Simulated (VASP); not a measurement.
MgI2: single point with PBE

MgI2:

```
Mg I
1.0
     4.31653    0.00000    0.00000
    -2.15827    3.73823    0.00000
     0.00000    0.00000    8.01472
Mg I
1 2
Direct
  0.00000 0.00000 0.00000
  0.33333 0.66667 0.80123
  0.66667 0.33333 0.19877
```

- Program: VASP 6.6.1
- Task: single point
- Functional: PBE
- Potentials or basis: VASP PAW PBE potentials, release 64 (Mg, I)
- Cutoff: 520 eV
- k mesh: 6 × 6 × 4
- Occupations: gaussian, width 0.05 eV
- Spin: no spin polarisation
- Dipole correction: no
- Further INCAR settings: ALGO = Normal; EDIFF = 1e-06; NBANDS = 15

```
Pressure               : -0.3 GPa
Largest force          : 0.186 eV/Å
Band gap on the k mesh : 3.70 eV, indirect (least direct gap 3.73 eV)
```

Forces on the atoms (eV/Å):
```
Mg   0.000  0.000  0.000
I    0.000  0.000 -0.186
I    0.000  0.000  0.186
```

Stress tensor (GPa, compression positive):
```
-0.73  0.00  0.00
 0.00 -0.73  0.00
 0.00  0.00  0.69
```

Levels at points of the mesh, in eV from the valence-band top:
| k point | band 4 | band 5 | band 6 | band 7 | band 8 | band 9 | band 10 | band 11 | band 12 | band 13 |
| --- | --- | --- | --- | --- | --- | --- | --- | --- | --- | --- |
| (0.00, 0.00, 0.00) | -0.36 | -0.36 | -0.05 | -0.04 | -0.04 | 3.70 | 4.83 | 6.53 | 6.53 | 6.88 |
| (0.50, 0.00, 0.00) | -2.46 | -1.18 | -1.05 | -0.39 | -0.31 | 3.72 | 5.58 | 6.16 | 7.43 | 7.84 |
| (0.00, 0.00, 0.50) | -0.43 | -0.36 | -0.36 | -0.04 | -0.04 | 4.15 | 4.82 | 6.50 | 6.50 | 6.89 |
| (0.50, 0.00, 0.50) | -2.51 | -1.16 | -0.92 | -0.38 | -0.33 | 3.71 | 5.62 | 6.10 | 6.70 | 7.63 |

It took 28 s on 1 thread of Intel(R) Xeon(R) Platinum 8375C CPU @ 2.90GHz (Ice Lake) (shared host), peak memory 0.25 GiB.

Caveat: spin-orbit coupling is left out, which moves the levels of the heavy elements; this functional lacks dispersion, which binds the layers, so the pressure and a relaxed spacing across them are unreliable. A k mesh can miss the band edges.
